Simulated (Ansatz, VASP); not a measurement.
## Two plane-wave programs on TeMo5

INCAR

```
  ALGO = Normal
  EDIFF = 1E-6
  ENCUT = 520
  GGA = PE
  ISIF = 2
  ISMEAR = 0
  LASPH = True
  LCHARG = False
  LREAL = False
  LWAVE = False
  NBANDS = 47
  NELM = 80
  PREC = Accurate
  SIGMA = 0.1
```

File KPOINTS:

```
k-points
0
Gamma
  4 4 4
```

The input POSCAR:

```
TeMo5
1.0
    0.0000000000      3.9253608700      3.9253608700
    3.9253608700      0.0000000000      3.9253608700
    3.9253608700      3.9253608700      0.0000000000
Te Mo
1 5
Direct
    0.0000000000      0.0000000000      0.0000000000
    0.3750000000      0.3750000000      0.8750000000
    0.3750000000      0.8750000000      0.3750000000
    0.8750000000      0.3750000000      0.3750000000
    0.3750000000      0.3750000000      0.3750000000
    0.7500000000      0.7500000000      0.7500000000
```

Input for Ansatz:

```yaml
crystal:
  lattice:
    - [0.0, 3.92536087, 3.92536087]
    - [3.92536087, 0.0, 3.92536087]
    - [3.92536087, 3.92536087, 0.0]
  atoms:
    - { symbol: Te, position: [0.0, 0.0, 0.0] }
    - { symbol: Mo, position: [0.375, 0.375, 0.875] }
    - { symbol: Mo, position: [0.375, 0.875, 0.375] }
    - { symbol: Mo, position: [0.875, 0.375, 0.375] }
    - { symbol: Mo, position: [0.375, 0.375, 0.375] }
    - { symbol: Mo, position: [0.75, 0.75, 0.75] }
basis:
  ecutwfc: 420
kpoints:
  mp_grid: { grid: [4, 4, 4] }
hamiltonian:
  xc: pbe
scf:
  occupations: { method: gaussian, width: 0.1 }
  lower_state_search: "off"
output:
  forces: true
  stress: true
  eigenvalues: true
```

Change from the starting cell: species swapped into the ErCu5 type (F-43m, No. 216).

Alike in both runs: task single point; functional PBE; k mesh 4 × 4 × 4; occupations gaussian, width 0.1 eV; no spin polarisation.

|  | VASP | Ansatz |
| --- | --- | --- |
| version | VASP 6.6.1 | Ansatz 0.2.0 |
| potentials or method | VASP PAW PBE potentials, release 64 (Te, Mo_sv), cutoff 520 eV | scalar-relativistic, plane waves, PAW |
| valence electrons in the cell | 76 | 86 |

VASP gave:

| Property | Result |
| --- | --- |
| gap on the k mesh at the Fermi level (eV) | none |
| pressure (GPa) | -20.9 |

Problem. Estimate Ansatz's values.

Solution. gap on the k mesh at the Fermi level (eV): none; pressure (GPa): -21.1.

A gap of «none» marks a metal or a gap that the smearing closes. VASP's potentials hold 76 valence electrons a cell and Ansatz's 86, so a difference there can come from the potentials and not from the codes.

Spin-orbit coupling is off throughout.
